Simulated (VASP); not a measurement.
# C18Se in VASP: single point with PBE

Aim: the single point of C18Se with PBE.

All numbers are computed with VASP 6.6.1; they aren't measurements. Logs are shortened: lines on timing, memory, paths and dates and some standing lists are left out, and cuts for length are marked.

## (1) The cell of the first run

The cell holds a slab with vacuum, 19 atoms: a = 7.398 Å, b = 7.398 Å, c = 12.000 Å, α = 90.00°, β = 90.00°, γ = 120.00°.

## (2) Single point, PBE

Input file INCAR:

```
SYSTEM = C18Se
PREC = Accurate ; ENCUT = 520
EDIFF = 1E-6 ; ISMEAR = -1
SIGMA = 0.02 ; LREAL = Auto
LASPH = .True. ; NELM = 60
ALGO = Normal ; ISIF = 2
LWAVE = .False. ; LCHARG = .False.
GGA = PE ; NBANDS = 54
```

Input file KPOINTS:

```
Automatic mesh
0
Gamma
  2 2 1
  0 0 0
```

Input file POSCAR:

```
C18Se
1.0
    7.3980000000      0.0000000000      0.0000000000
   -3.6990000000      6.4068560000      0.0000000000
    0.0000000000      0.0000000000     12.0000000000
C Se
18 1
Direct
   -0.0031371424     -0.0028958041      0.0796860833
    0.2187795516      0.1085747830      0.0788736667
   -0.0037748548      0.3292894362      0.0797495833
    0.2170941671      0.4380950657      0.0882294167
   -0.0040352448      0.6634026112      0.0799250833
    0.2175990687      0.7769767262      0.0864280000
    0.3301171503     -0.0026894627      0.0796099167
    0.5520467143      0.1078190301      0.0776491667
    0.3298314365      0.3290913671      0.0806057500
    0.5524740047      0.4416506318      0.0782246667
    0.3307458209      0.6644767730      0.0998978333
    0.5562668275      0.7773290051      0.0853885833
    0.6639933623     -0.0030038134      0.0786389167
    0.8864114201      0.1084013750      0.0780140833
    0.6634047731      0.3302880539      0.0761339167
    0.8858002646      0.4418113970      0.0776862500
    0.6644380979      0.6637472420      0.0797400000
    0.8858056211      0.7752051864      0.0786550833
    0.3209525567      0.6525066273      0.2768633333
```

Potentials or basis: VASP PAW PBE potentials, release 64 (C, Se).

Command:

```sh
> cat potpaw_PBE.64/C/POTCAR potpaw_PBE.64/Se/POTCAR > POTCAR
> mpirun -np 1 vasp_std > vasp.out
```

OUTCAR:

```text
SYSTEM = C18Se
   PREC = Accurate
   ENCUT = 520
   EDIFF = 1E-6
   ISMEAR = -1
   LREAL = Auto
   LASPH = .True.
   NELM = 60
   ISIF = 2
   GGA = PE

 ion  position               nearest neighbor table
   1  0.997  0.997  0.080-  14 1.42  18 1.42   2 1.42
   2  0.219  0.109  0.079-   9 1.41   1 1.42   7 1.43
   3  0.996  0.329  0.080-  14 1.42   4 1.42  16 1.43
   4  0.217  0.438  0.088-   3 1.42   9 1.42  11 1.46
   5  0.996  0.663  0.080-  16 1.42  18 1.42   6 1.42
   6  0.218  0.777  0.086-   7 1.41   5 1.42  11 1.45
   7  0.330  0.997  0.080-   6 1.41   8 1.42   2 1.43
   8  0.552  0.108  0.078-   7 1.42  15 1.43  13 1.43
   9  0.330  0.329  0.081-   2 1.41   4 1.42  10 1.43
  10  0.552  0.442  0.078-  17 1.42  15 1.42   9 1.43
  11  0.331  0.664  0.100-   6 1.45  12 1.46   4 1.46  19 2.13
  12  0.556  0.777  0.085-  13 1.41  17 1.42  11 1.46
  13  0.664  0.997  0.079-  12 1.41  14 1.43   8 1.43
  14  0.886  0.108  0.078-   3 1.42   1 1.42  13 1.43
  15  0.663  0.330  0.076-  10 1.42  16 1.42   8 1.43
  16  0.886  0.442  0.078-   5 1.42  15 1.42   3 1.43
  17  0.664  0.664  0.080-  18 1.42  12 1.42  10 1.42
  18  0.886  0.775  0.079-  17 1.42   1 1.42   5 1.42
  19  0.321  0.653  0.277-  11 2.13

  LATTYP: Found a hexagonal cell.
 ALAT       =     7.3980000000
 C/A-ratio  =     1.6220600162

  Lattice vectors:

 A1 = (   7.3980000000,   0.0000000000,   0.0000000000)
 A2 = (  -3.6990000000,   6.4068560000,   0.0000000000)
 A3 = (   0.0000000000,   0.0000000000,  12.0000000000)

Analysis of symmetry for initial positions (statically):
=====================================================================
 Subroutine PRICEL returns:
 Original cell was already a primitive cell.

 Routine SETGRP: Setting up the symmetry group for a
 hexagonal supercell.

 Subroutine GETGRP returns: Found  1 space group operations
 (whereof  1 operations were pure point group operations)
 out of a pool of 24 trial point group operations.

The static configuration has the point symmetry C_1 .

Analysis of symmetry for dynamics (positions and initial velocities):
=====================================================================
 Subroutine PRICEL returns:
 Original cell was already a primitive cell.

 Routine SETGRP: Setting up the symmetry group for a
 hexagonal supercell.

 Subroutine GETGRP returns: Found  1 space group operations
[... 118 lines left out ...]
   EDIFFG = 0.1E-04   stopping-criterion for IOM
   NSW    =      0    number of steps for IOM
   IBRION =     -1    ionic relax: 0-MD 1-quasi-New 2-CG
   NFREE  =      0    steps in history (QN), initial steepest desc. (CG)
   ISIF   =      2    stress and relaxation
   ISYM   =      2    0-nonsym 1-usesym 2-fastsym
   POTIM  = 0.5000    time-step for ionic-motion
   TEBEG  =    0.0;   TEEND  =   0.0 temperature during run
   PSTRESS=    0.0 pullay stress
   NELECT =      78.0000    total number of electrons
   NUPDOWN=      -1.0000    fix difference up-down
   EMIN   =  10.00;   EMAX   =-10.00  energy-range for DOS
   EFERMI =   0.00;   METHOD = LEGACY
   ISMEAR =    -1;   SIGMA  =   0.02  broadening in eV -4-tet -1-fermi 0-gaus
   EFERMI_NEDOS =   21; number of points for ismear=-14 and -15
   IALGO  =     38    algorithm
   IMIX   =      4    mixing-type and parameters
     AMIX     =   0.40;   BMIX     =  1.00
     AMIX_MAG =   1.60;   BMIX_MAG =  1.00
  volume/ion in A,a.u.               =      29.94       202.01
  Fermi-wavevector in a.u.,A,eV,Ry     =   0.844228  1.595359  9.697146  0.712720
  Thomas-Fermi vector in A             =   1.959222
   LORBIT       =      0    0 simple, 1 ext, 2 COOP (PROOUT), +10 PAW based schemes
   GGA     = PE    functional components
   LHFCALC =     F    Hartree Fock is set to
   AEXX    =    0.0000 exact exchange contribution
   IVDW    =     0    specifies the selected vdW correction
   LEPSILON=     F    determine dielectric tensor
   LRPA    =     F    only Hartree local field effects (RPA)
 non-spin polarized calculation
  energy-cutoff  :      520.00
  volume of cell :      568.78
 maximum number of plane-waves:     15363
 NGX is ok and might be reduce to    56
   NGX = 27   NGY = 27   NGZ = 45

 number of electron      78.0000000 magnetization

 Free energy of the ion-electron system (eV)
  ---------------------------------------------------
  ext. energy  EPLUGINS =         0.00000000
  ---------------------------------------------------
  free energy    TOTEN  =      -166.72836137 eV

  energy without entropy =     -166.72445437  energy(sigma->0) =     -166.72640787

 E-fermi :  -1.6531     XC(G=0):  -4.1872

 val. band max:       -1.7144353871   @ k =   0.0000   0.0000   0.0000
 cond. band min:      -1.5882040294   @ k =   0.0000   0.0000   0.0000
 fundamental gap:      0.1262313577
 Fermi energy:        -1.6531055264

 k-point     1 :       0.0000    0.0000    0.0000
  band No.  band energies     occupation
      1     -21.4222      2.00000
      2     -19.1261      2.00000
      3     -18.8396      2.00000
      4     -18.8180      2.00000
      5     -18.7362      2.00000
      6     -18.7305      2.00000
[... 205 lines left out ...]
     50       4.0784      0.00000
     51       4.4262      0.00000
 [bands above 51 left out]

------------------------ aborting loop because EDIFF is reached ----------------------------------------

  FORCE on cell =-STRESS in cart. coord.  units (eV):
  Direction    XX          YY          ZZ          XY          YZ          ZX
  --------------------------------------------------------------------------------------
  -------------------------------------------------------------------------------------
  Total        3.6994298      1.3617277     -0.0651537     -0.2810234     -0.0096215      0.0084268
  in kB       10.4208907      3.8358387     -0.1835309     -0.7916122     -0.0271029      0.0237373
  external PRESSURE =       4.6910661 kB  Pullay stress =       0.0000000 kB

 VOLUME and BASIS-vectors are now :
 -----------------------------------------------------------------------------
  energy-cutoff  :      520.00
  volume of cell :      568.78
      direct lattice vectors                 reciprocal lattice vectors
     7.398000000  0.000000000  0.000000000     0.135171668  0.078041398  0.000000000
    -3.699000000  6.406856000  0.000000000     0.000000000  0.156082796  0.000000000
     0.000000000  0.000000000 12.000000000     0.000000000  0.000000000  0.083333333

 POSITION                                       TOTAL-FORCE (eV/Angst)
 -----------------------------------------------------------------------------------
      3.68650      6.38830      0.95623        -0.003927     -0.000205      0.005776
      1.21691      0.69562      0.94648         0.009808      0.003869      0.000136
      6.15203      2.10971      0.95699        -0.009171     -0.003545     -0.003264
     -0.01445      2.80681      1.05875         0.005825      0.001237     -0.001016
      4.91422      4.25032      0.95910         0.003090     -0.001013      0.001735
     -1.26424      4.97798      1.03714         0.001913     -0.001834     -0.006194
[... 11 lines left out ...]
      3.68571      4.96663      0.94386         0.012219      0.000646     -0.000587
     -0.03921      4.18052      3.32236         0.000198     -0.000828      0.022346
 -----------------------------------------------------------------------------------
    total drift:                                0.000066     -0.001280      0.020162

  FREE ENERGIE OF THE ION-ELECTRON SYSTEM (eV)
  ---------------------------------------------------
  free  energy   TOTEN  =      -166.7283613740 eV

  energy  without entropy=     -166.7244543672  energy(sigma->0) =     -166.72640787
```

stdout:

```text
POSCAR found type information on POSCAR C Se
 POSCAR found :  2 types and      19 ions
 scaLAPACK will be used
 LDA part: xc-table for (Slater+PW92), standard interpolation
 POSCAR, INCAR and KPOINTS ok, starting setup
 FFT: planning ... GRIDC
 FFT: planning ... GRID_SOFT
 FFT: planning ... GRID
 WAVECAR not read
 entering main loop
```

Wall time 4.1 min (1 thread of Intel Xeon Platinum 8259CL at 2.50GHz (Skylake/Cascade Lake), shared host); peak memory 0.58 GiB.

What came out:

| Quantity | Value |
| --- | --- |
| Free energy | -166.7284 eV |
| Largest force | 0.022 eV/Å |
| Band gap on the k mesh | 0.13 eV, direct |

Forces on the atoms (eV/Å):
```
C   -0.004  0.000  0.006
C    0.010  0.004  0.000
C   -0.009 -0.004 -0.003
C    0.006  0.001 -0.001
C    0.003 -0.001  0.002
C    0.002 -0.002 -0.006
C   -0.003 -0.001 -0.004
C    0.005  0.005 -0.002
C   -0.005  0.004  0.001
C   -0.002 -0.002 -0.001
C   -0.005  0.003 -0.008
C   -0.009 -0.008 -0.005
C   -0.005  0.007 -0.002
C    0.003  0.006  0.000
C    0.002 -0.005  0.000
C    0.005 -0.003 -0.002
C   -0.005 -0.003  0.004
C    0.012  0.001 -0.001
Se   0.000 -0.001  0.022
```

Caveat: the k points lie up to 0.49 Å⁻¹ apart.
